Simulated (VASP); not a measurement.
## Rh: relaxation of cell and atoms with r2SCAN

Crystal: Rh.

```
Rh
1.0
     2.68919    0.00000    0.00000
    -1.34460    2.32891    0.00000
     0.00000    0.00000    4.39145
Rh
2
Direct
  0.33333 0.66667 0.25000
  0.66667 0.33333 0.75000
```

This isn't the form of Rh at room conditions, which is fcc.

```
Program                : VASP 6.6.1
Task                   : relaxation of cell and atoms
Functional             : r2SCAN
Potentials or basis    : VASP PAW PBE potentials, release 64 (Rh_pv)
Cutoff                 : 600 eV
k mesh                 : 13 × 13 × 7
Occupations            : fermi-dirac, width 0.1 eV
Spin                   : no spin polarisation
Dipole correction      : no
Further INCAR settings : ALGO = Normal; EDIFF = 1e-06; IBRION = 2; EDIFFG = -0.01; NSW = 80; ISIF = 3
```

* Relaxed volume: 13.84 Å³/atom
* Relaxed cell: a = 2.707 Å, b = 2.707 Å, c = 4.363 Å, α = 90.00°, β = 90.00°, γ = 120.00°
* Space group after relaxing (to 0.1 Å): P6_3/mmc (No. 194)
* Energy gained by relaxing: 1.8 meV/atom
* Ionic steps: 5
* Pressure after relaxing: 0.0 GPa
* Band gap on the k mesh: zero (bands 15 and 16 overlap by 2.37 eV)

The path:
```tsv
step	energy change (eV)	largest force (eV/Å)	pressure (GPa)	volume (Å³)
1	0.0000	0.0000	1.87	27.50
2	0.0028	0.0000	-4.34	28.15
3	-0.0026	0.0000	-0.73	27.76
4	-0.0035	0.0000	0.30	27.66
5	-0.0036	0.0000	0.04	27.69
```

Final structure:
```yaml
crystal:
  lattice:
    - [2.70687, 0.00000, 0.00000]
    - [-1.35343, 2.34422, 0.00000]
    - [0.00000, 0.00000, 4.36301]
  atoms:
    - { symbol: Rh, position: [0.33333, 0.66667, 0.25000] }
    - { symbol: Rh, position: [0.66667, 0.33333, 0.75000] }
```

Levels at points of the mesh, in eV from the Fermi level:
| k point | band 13 | band 14 | band 15 | band 16 | band 17 | band 18 |
| --- | --- | --- | --- | --- | --- | --- |
| (0.00, 0.00, 0.00) | -2.59 | -2.01 | -2.01 | 0.13 | 0.13 | 0.91 |

It took 4 min on 1 thread of Intel(R) Xeon(R) 6975P-C (Granite Rapids) (shared host), peak memory 0.19 GiB.

Caveat: the PAW data sets were made with another functional, which shifts forces and pressure a little.
